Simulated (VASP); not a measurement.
# Pt (Im-3m) in VASP: a series of runs, part 2 of 2

VASP 6.6.1.

## (4) Single point, r2SCAN

POSCAR

```
Pt
1.0
   -1.5842200000      1.5842200000      1.5842200000
    1.5842200000     -1.5842200000      1.5842200000
    1.5842200000      1.5842200000     -1.5842200000
Pt
1
Direct
    0.0000000000      0.0000000000      0.0000000000
```

INCAR.step1

```
PREC = Accurate
ENCUT = 550
ISMEAR = 1
SIGMA = 0.2
LREAL = False
LASPH = True
NELM = 120
NBANDS = 11
GGA = PE
ALGO = Normal
EDIFF = 1E-5
LWAVE = True
LCHARG = False
GGA_COMPAT = False
```

INCAR.step2

```
PREC = Accurate
ENCUT = 550
EDIFF = 1E-6
ISMEAR = 1
SIGMA = 0.2
LREAL = False
LASPH = True
NELM = 120
ALGO = Normal
ISIF = 2
LWAVE = False
LCHARG = False
METAGGA = R2SCAN
LMIXTAU = True
NBANDS = 11
ISTART = 1
GGA_COMPAT = False
```

KPOINTS

```
regular mesh
0
Gamma
  13 13 13
```

Potentials or basis: VASP PAW PBE potentials, release 64 (Pt).

On the command line:

```
> cat potpaw_PBE.64/Pt/POTCAR > POTCAR
> cp INCAR.step1 INCAR
> mpirun -np 1 vasp_std > vasp.out
> cp INCAR.step2 INCAR
> mpirun -np 1 vasp_std > vasp.out
```

OUTCAR:

```text
PREC = Accurate
   ENCUT = 550
   EDIFF = 1E-6
   ISMEAR = 1
   LREAL = False
   LASPH = True
   NELM = 120
   ISIF = 2
   METAGGA = R2SCAN
   ISTART = 1

 ion  position               nearest neighbor table
   1  0.000  0.000  0.000-

  LATTYP: Found a body centered cubic cell.
 ALAT       =     3.1684400000

  Lattice vectors:

 A1 = (  -1.5842200000,   1.5842200000,   1.5842200000)
 A2 = (   1.5842200000,  -1.5842200000,   1.5842200000)
[... 516 lines left out ...]
     11      37.2597      0.00000

 [... further k-points ...]

------------------------ aborting loop because EDIFF is reached ----------------------------------------

  FORCE on cell =-STRESS in cart. coord.  units (eV):
  Direction    XX          YY          ZZ          XY          YZ          ZX
  --------------------------------------------------------------------------------------
  -------------------------------------------------------------------------------------
  Total       -0.5847767     -0.5847767     -0.5847767      0.0000000      0.0000000     -0.0000000
  in kB      -58.9106983    -58.9106983    -58.9106983      0.0000000      0.0000000     -0.0000000
  external PRESSURE =     -58.9106983 kB  Pullay stress =       0.0000000 kB

 VOLUME and BASIS-vectors are now :
 -----------------------------------------------------------------------------
  energy-cutoff  :      550.00
  volume of cell :       15.90
      direct lattice vectors                 reciprocal lattice vectors
    -1.584220000  1.584220000  1.584220000     0.000000000  0.315612731  0.315612731
     1.584220000 -1.584220000  1.584220000     0.315612731  0.000000000  0.315612731
     1.584220000  1.584220000 -1.584220000     0.315612731  0.315612731  0.000000000

 POSITION                                       TOTAL-FORCE (eV/Angst)
 -----------------------------------------------------------------------------------
      0.00000      0.00000      0.00000         0.000000     -0.000000     -0.000000
 -----------------------------------------------------------------------------------
    total drift:                               -0.000000     -0.000000      0.000000

  FREE ENERGIE OF THE ION-ELECTRON SYSTEM (eV)
  ---------------------------------------------------
  free  energy   TOTEN  =       -51.3930009767 eV

  energy  without entropy=      -51.3915195515  energy(sigma->0) =      -51.39250717
```

OSZICAR.step1:

```text
N       E                     dE             d eps       ncg     rms          rms(c)
DAV:   1     0.413896308291E+02    0.41390E+02   -0.54046E+03  1896   0.878E+02
DAV:   2    -0.575166265992E+01   -0.47141E+02   -0.45065E+02  2112   0.179E+02
DAV:   3    -0.635752089934E+01   -0.60586E+00   -0.60488E+00  2169   0.195E+01
DAV:   4    -0.636000883737E+01   -0.24879E-02   -0.24878E-02  2124   0.146E+00
DAV:   5    -0.636002975238E+01   -0.20915E-04   -0.20915E-04  2194   0.125E-01    0.107E+01
DAV:   6    -0.602870575669E+01    0.33132E+00   -0.78885E-01  1968   0.689E+00    0.567E+00
DAV:   7    -0.599696644042E+01    0.31739E-01   -0.11794E-01  2121   0.263E+00    0.237E+00
DAV:   8    -0.599430883863E+01    0.26576E-02   -0.64146E-03  1994   0.683E-01    0.575E-01
DAV:   9    -0.599400785502E+01    0.30098E-03   -0.45458E-04  2064   0.177E-01    0.424E-02
DAV:  10    -0.599401003446E+01   -0.21794E-05   -0.49745E-06  1349   0.186E-02
   1 F= -.59940100E+01 E0= -.59931996E+01  d E =-.243126E-02
```

Wall time 79 s (1 thread of AMD EPYC 7R43 (Zen 3), shared host); peak memory 0.12 GiB.

What came out:

```
Free energy            : -51.3930 eV
Pressure               : -5.9 GPa
Band gap on the k mesh : zero (bands 5 and 6 overlap by 2.20 eV)
```

Levels at points of the mesh, in eV from the Fermi level:
| k point | band 1 | band 2 | band 3 | band 4 | band 5 | band 6 | band 7 | band 8 | band 9 | band 10 |
| --- | --- | --- | --- | --- | --- | --- | --- | --- | --- | --- |
| (0.00, 0.00, 0.00) | -9.74 | -3.65 | -3.65 | -3.65 | -1.18 | -1.18 | 18.01 | 18.01 | 18.01 | 28.34 |

Caveat: the cell stands under tension; the PAW data sets were made with another functional, which shifts forces and pressure a little; spin-orbit coupling is left out, which moves the levels of the heavy elements.

## (5) The runs side by side

| smearing | gap on the mesh (eV) | pressure (GPa) |
| --- | --- | --- |
| methfessel-paxton 0.5 eV | none | -6.1 |
| methfessel-paxton 0.3 eV | none | -5.9 |
| methfessel-paxton 0.2 eV | none | -5.9 |

Alike in all rows: task single point; level r2SCAN; potentials or basis VASP PAW PBE potentials, release 64 (Pt); no spin polarisation; cell as given; k mesh 13 × 13 × 13; cutoff (eV) 550.

Caveats: the cell stands under tension; the PAW data sets were made with another functional, which shifts forces and pressure a little; spin-orbit coupling is left out, which moves the levels of the heavy elements.

Absolute energies hang on the potentials; compare differences alone.
